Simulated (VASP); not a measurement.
Crystal: CuCl.

```
Cu Cl
1.0
     0.00000    2.67876    2.67876
     2.67876    0.00000    2.67876
     2.67876    2.67876    0.00000
Cu Cl
1 1
Direct
  0.00000 0.00000 0.00000
  0.25000 0.25000 0.25000
```

Base run:

| Property | Result |
| --- | --- |
| Program | VASP 6.6.1 |
| Functional | PBE0 |
| Potentials or basis | VASP PAW PBE potentials, release 64 (Cu, Cl) |
| Cutoff | 520 eV |
| k mesh | 6 × 6 × 6 |
| Occupations | gaussian, width 0.01 eV |
| Spin | no spin polarisation |

Its results: band gap on the k mesh 3.10 eV; pressure 2.2 GPa.

Question: The run is repeated on the same cell with these changes: functional from PBE0 to HSE06. What comes out?

Answer: Band gap on the k mesh 2.37 eV; pressure 2.3 GPa.

Caveats: the PAW data sets were made with another functional, which shifts forces and pressure a little.

